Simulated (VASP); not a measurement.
# CdTe (rocksalt type) (Fm-3m) in VASP: a series of runs, part 3 of 3

VASP 6.6.1. The steps go on from the part before.

## Step 4: Single point, PBEsol (volume scaled by 0.64)

Contents of INCAR:

```
SYSTEM = CdTe
PREC     = Accurate       ! precision mode
ENCUT    = 520            ! plane-wave cutoff, eV
EDIFF    = 1E-6           ! SCF threshold, eV
ISMEAR   = -1             ! smearing method
SIGMA    = 0.05           ! smearing width, eV
LREAL    = .FALSE.        ! projectors in reciprocal space
LASPH    = .TRUE.         ! aspherical terms in the spheres
NELM     = 80             ! most SCF steps
ALGO     = Normal         ! electronic algorithm
ISIF     = 2              ! what is computed and relaxed
LWAVE    = .FALSE.        ! write WAVECAR
LCHARG   = .FALSE.        ! write CHGCAR
GGA      = PS             ! functional
NBANDS   = 16             ! bands
```

Contents of KPOINTS:

```
regular mesh
0
G
  13 13 13
  0 0 0
```

Contents of POSCAR:

```
CdTe
1.0
    0.0000000000      2.5847052047      2.5847052047
    2.5847052047      0.0000000000      2.5847052047
    2.5847052047      2.5847052047      0.0000000000
Cd Te
1 1
Direct
    0.0000000000      0.0000000000      0.0000000000
    0.5000000000      0.5000000000      0.5000000000
```

Potentials or basis: VASP PAW PBE potentials, release 64 (Cd, Te).

On the command line:

```
$ cat potpaw_PBE.64/Cd/POTCAR potpaw_PBE.64/Te/POTCAR > POTCAR
$ mpirun -np 1 vasp_std > vasp.out
```

OUTCAR:

```text
SYSTEM = CdTe
   PREC = Accurate
   ENCUT = 520
   EDIFF = 1E-6
   ISMEAR = -1
   LREAL = .FALSE.
   LASPH = .TRUE.
   NELM = 80
   ISIF = 2
   GGA = PS

 ion  position               nearest neighbor table
   1  0.000  0.000  0.000-   2 2.58   2 2.58   2 2.58   2 2.58   2 2.58   2 2.58
   2  0.500  0.500  0.500-   1 2.58   1 2.58   1 2.58   1 2.58   1 2.58   1 2.58

  LATTYP: Found a face centered cubic cell.
 ALAT       =     5.1694104094

  Lattice vectors:

 A1 = (   0.0000000000,   2.5847052047,   2.5847052047)
 A2 = (   2.5847052047,   0.0000000000,   2.5847052047)
 A3 = (   2.5847052047,   2.5847052047,   0.0000000000)

Analysis of symmetry for initial positions (statically):
=====================================================================
 Subroutine PRICEL returns:
 Original cell was already a primitive cell.

 Routine SETGRP: Setting up the symmetry group for a
 face centered cubic supercell.

 Subroutine GETGRP returns: Found 48 space group operations
 (whereof 48 operations were pure point group operations)
 out of a pool of 48 trial point group operations.

The static configuration has the point symmetry O_h .

Analysis of symmetry for dynamics (positions and initial velocities):
=====================================================================
 Subroutine PRICEL returns:
 Original cell was already a primitive cell.

 Routine SETGRP: Setting up the symmetry group for a
 face centered cubic supercell.

 Subroutine GETGRP returns: Found 48 space group operations
 (whereof 48 operations were pure point group operations)
 out of a pool of 48 trial point group operations.

The dynamic configuration has the point symmetry O_h .

 Subroutine INISYM returns: Found 48 space group operations
 (whereof 48 operations are pure point group operations),
 and found     1 'primitive' translations

----------------------------------------------------------------------------------------
[... 110 lines left out ...]
   IALGO  =     38    algorithm
   IMIX   =      4    mixing-type and parameters
     AMIX     =   0.40;   BMIX     =  1.00
     AMIX_MAG =   1.60;   BMIX_MAG =  1.00
  volume/ion in A,a.u.               =      17.27       116.53
  Fermi-wavevector in a.u.,A,eV,Ry     =   1.317482  2.489680 23.616428  1.735758
  Thomas-Fermi vector in A             =   2.447520
   LORBIT       =      0    0 simple, 1 ext, 2 COOP (PROOUT), +10 PAW based schemes
   GGA     = PS    functional components
   LHFCALC =     F    Hartree Fock is set to
   AEXX    =    0.0000 exact exchange contribution
   IVDW    =     0    specifies the selected vdW correction
   LEPSILON=     F    determine dielectric tensor
   LRPA    =     F    only Hartree local field effects (RPA)
 non-spin polarized calculation
  energy-cutoff  :      520.00
  volume of cell :       34.54
 maximum number of plane-waves:       946
   NGX = 13   NGY = 13   NGZ = 13

 number of electron      18.0000004 magnetization

 Free energy of the ion-electron system (eV)
  ---------------------------------------------------
  ext. energy  EPLUGINS =         0.00000000
  ---------------------------------------------------
  free energy    TOTEN  =        -2.22558973 eV

  energy without entropy =       -2.22226247  energy(sigma->0) =       -2.22392610

 E-fermi :  10.5888     XC(G=0): -12.3805

 val. band max:       10.5561623568   @ k =  -0.2308   0.2308   0.0000
 cond. band min:      10.6048722581   @ k =   0.3846   0.0000   0.0000
 fundamental gap:      0.0487099014
 Fermi energy:        10.5888054907

 k-point     1 :       0.0000    0.0000    0.0000
  band No.  band energies     occupation
      1      -5.6804      2.00000
      2       0.0426      2.00000
      3       0.0426      2.00000
      4       0.0768      2.00000
      5       0.0768      2.00000
      6       0.0768      2.00000
[... 433 lines left out ...]
      3      -0.3840      2.00000
      4      -0.2347      2.00000
      5       0.4324      2.00000
      6       0.4576      2.00000
[... 8 lines left out ...]
     15      23.5015      0.00000
     16      24.3586      0.00000

 [... further k-points ...]

------------------------ aborting loop because EDIFF is reached ----------------------------------------

  FORCE on cell =-STRESS in cart. coord.  units (eV):
  Direction    XX          YY          ZZ          XY          YZ          ZX
  --------------------------------------------------------------------------------------
  -------------------------------------------------------------------------------------
  Total       16.5049791     16.5049791     16.5049791      0.0000000     -0.0000000      0.0000000
  in kB      765.7068167    765.7068167    765.7068167      0.0000000     -0.0000000      0.0000000
  external PRESSURE =     765.7068167 kB  Pullay stress =       0.0000000 kB

 VOLUME and BASIS-vectors are now :
 -----------------------------------------------------------------------------
  energy-cutoff  :      520.00
  volume of cell :       34.54
      direct lattice vectors                 reciprocal lattice vectors
     0.000000000  2.584705205  2.584705205    -0.193445658  0.193445658  0.193445658
     2.584705205  0.000000000  2.584705205     0.193445658 -0.193445658  0.193445658
     2.584705205  2.584705205  0.000000000     0.193445658  0.193445658 -0.193445658

 POSITION                                       TOTAL-FORCE (eV/Angst)
 -----------------------------------------------------------------------------------
      0.00000      0.00000      0.00000         0.000000     -0.000000      0.000000
      2.58471      2.58471      2.58471        -0.000000      0.000000     -0.000000
 -----------------------------------------------------------------------------------
    total drift:                               -0.000000      0.000000      0.000000

  FREE ENERGIE OF THE ION-ELECTRON SYSTEM (eV)
  ---------------------------------------------------
  free  energy   TOTEN  =        -2.2255897301 eV

  energy  without entropy=       -2.2222624690  energy(sigma->0) =       -2.22392610
```

Wall time 25 s (1 thread of Intel Xeon Platinum 8488C (Sapphire Rapids), shared host); peak memory 0.19 GiB.

Results:

| Quantity | Value |
| --- | --- |
| Free energy | -2.2256 eV |
| Pressure | 76.6 GPa |
| Band gap on the k mesh | zero (band 9 reaches 10.96 eV, above the bottom of band 10 at 8.95 eV) |

Caveat: the PAW data sets were made with another functional, which shifts forces and pressure a little; spin-orbit coupling is left out, which moves the levels of the heavy elements.

## Step 5: Single point, PBEsol (volume scaled by 0.64)

Contents of INCAR:

```
PREC     = Accurate       # precision mode
ENCUT    = 520            # plane-wave cutoff, eV
EDIFF    = 1E-6           # SCF threshold, eV
ISMEAR   = -1             # smearing method
SIGMA    = 0.05           # smearing width, eV
LREAL    = False          # projectors in reciprocal space
LASPH    = True           # aspherical terms in the spheres
NELM     = 100            # most SCF steps
ALGO     = Normal         # electronic algorithm
ISIF     = 2              # what is computed and relaxed
LWAVE    = False          # write WAVECAR
LCHARG   = False          # write CHGCAR
GGA      = PS             # functional
NBANDS   = 16             # bands
```

Contents of KPOINTS:

```
regular mesh
0
Gamma
  13 13 13
```

POSCAR is that of step 4.

On the command line:

```
$ cat potpaw_PBE.64/Cd/POTCAR potpaw_PBE.64/Te/POTCAR > POTCAR
$ mpirun -np 1 vasp_std > vasp.out
```

Run time: 27 s. Hardware: 1 thread of Intel Xeon Platinum 8488C (Sapphire Rapids), shared host; peak memory 0.19 GiB.

Results (log left out):

```yaml
Free_energy: -2.2256 eV
Pressure: 76.6 GPa
Band_gap_on_the_k_mesh: zero (band 9 reaches 10.96 eV, above the bottom of band 10 at 8.95 eV)
```

Levels at points of the mesh, in eV from the Fermi level:
```tsv
k point	band 5	band 6	band 7	band 8	band 9	band 10	band 11	band 12	band 13	band 14
(0.00, 0.00, 0.00)	-10.51	-10.51	-1.20	-1.20	-1.20	3.90	6.37	7.16	7.16	7.16
```

Caveat: the PAW data sets were made with another functional, which shifts forces and pressure a little; spin-orbit coupling is left out, which moves the levels of the heavy elements.

## Step 6: The runs side by side

| task | cell | cutoff (eV) | gap on the mesh (eV) | pressure (GPa) |
| --- | --- | --- | --- | --- |
| relaxation of cell and atoms | relaxed from a = 4.099 Å, angles 60.0°, 2 atoms | 600 | none | 0.0 |
| single point | a = 3.475 Å, angles 60.0°, 2 atoms | 520 | none | 148.4 |
| single point | a = 3.655 Å, angles 60.0°, 2 atoms | 520 | none | 76.6 |

Alike in all rows: level PBEsol; potentials or basis VASP PAW PBE potentials, release 64 (Cd, Te); no spin polarisation; k mesh 13 × 13 × 13; smearing fermi-dirac 0.05 eV.

Caveats: the PAW data sets were made with another functional, which shifts forces and pressure a little; spin-orbit coupling is left out, which moves the levels of the heavy elements.

Total energies depend on the potentials used, so only differences within one code and one set of settings carry meaning.
